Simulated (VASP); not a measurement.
Here is a VASP 6.6.1 calculation.

POSCAR

```
BaTiO3
1.0
    4.0919344703      0.0000000000      0.0000000000
    0.0000000000      4.0919344703      0.0000000000
    0.0000000000      0.0000000000      4.0374051569
Ba Ti O
1 1 3
Direct
    0.5000000000      0.5000000000      0.5815496099
    0.0000000000      0.0000000000      0.0976000258
    0.0000000000      0.5000000000      0.0647573374
    0.5000000000      0.0000000000      0.0647573374
    0.0000000000      0.0000000000      0.5513326796
```

The input INCAR.step1:

```
SYSTEM = BaTiO3
PREC     = Accurate       ! precision mode
ENCUT    = 910            ! plane-wave cutoff, eV
ISMEAR   = 0              ! smearing method
SIGMA    = 0.02           ! smearing width, eV
LREAL    = .False.        ! projectors in reciprocal space
LASPH    = .True.         ! aspherical terms in the spheres
NELM     = 120            ! most SCF steps
NBANDS   = 28             ! bands
GGA      = PE             ! functional
ALGO     = Normal         ! electronic algorithm
EDIFF    = 1E-5           ! SCF threshold, eV
LWAVE    = .True.         ! write WAVECAR
LCHARG   = .False.        ! write CHGCAR
GGA_COMPAT= .False.
```

File INCAR.step2:

```
SYSTEM = BaTiO3
PREC     = Accurate       ! precision mode
ENCUT    = 910            ! plane-wave cutoff, eV
EDIFF    = 1E-6           ! SCF threshold, eV
ISMEAR   = 0              ! smearing method
SIGMA    = 0.02           ! smearing width, eV
LREAL    = .False.        ! projectors in reciprocal space
LASPH    = .True.         ! aspherical terms in the spheres
NELM     = 120            ! most SCF steps
ALGO     = Normal         ! electronic algorithm
ISIF     = 2              ! what is computed and relaxed
LWAVE    = .False.        ! write WAVECAR
LCHARG   = .False.        ! write CHGCAR
METAGGA  = R2SCAN         ! meta-GGA
LMIXTAU  = .True.       
NBANDS   = 28             ! bands
ISTART   = 1            
GGA_COMPAT= .False.
```

The input KPOINTS:

```
regular mesh
0
Gamma
  8 8 8
  0 0 0
```

Potentials or basis: VASP PAW PBE potentials, release 64 (Ba_sv, Ti_sv, O_h).

The run is started by

```console
$ cat potpaw_PBE.64/Ba_sv/POTCAR potpaw_PBE.64/Ti_sv/POTCAR potpaw_PBE.64/O_h/POTCAR > POTCAR
$ cp INCAR.step1 INCAR
$ mpirun -np 1 vasp_std > vasp.out
$ cp INCAR.step2 INCAR
$ mpirun -np 1 vasp_std > vasp.out
```

**Question.** Estimate the largest force.

**Answer.** 0.029 eV/Å.

**Question.** Predict the band gap on the k mesh.

**Answer.** 2.09 eV (least direct gap 2.47 eV).

**Question.** Estimate the pressure.

**Answer.** -5.9 GPa.

Forces on the atoms (eV/Å):
```
Ba   0.000  0.000 -0.013
Ti   0.000  0.000 -0.029
O    0.000  0.000  0.027
O    0.000  0.000  0.027
O    0.000  0.000 -0.011
```

Caveat: the cell differs from its parent crystal (biaxial strain in the a-b plane: +3.0 %); the cutoff is under 1.25 times the usual one of these potentials, so pressure, stress and relaxed cells hold a basis-set (Pulay) error; the cell stands under tension; the PAW data sets were made with another functional, which shifts forces and pressure a little; spin-orbit coupling is left out, which moves the levels of the heavy elements. A k mesh can miss the band edges.
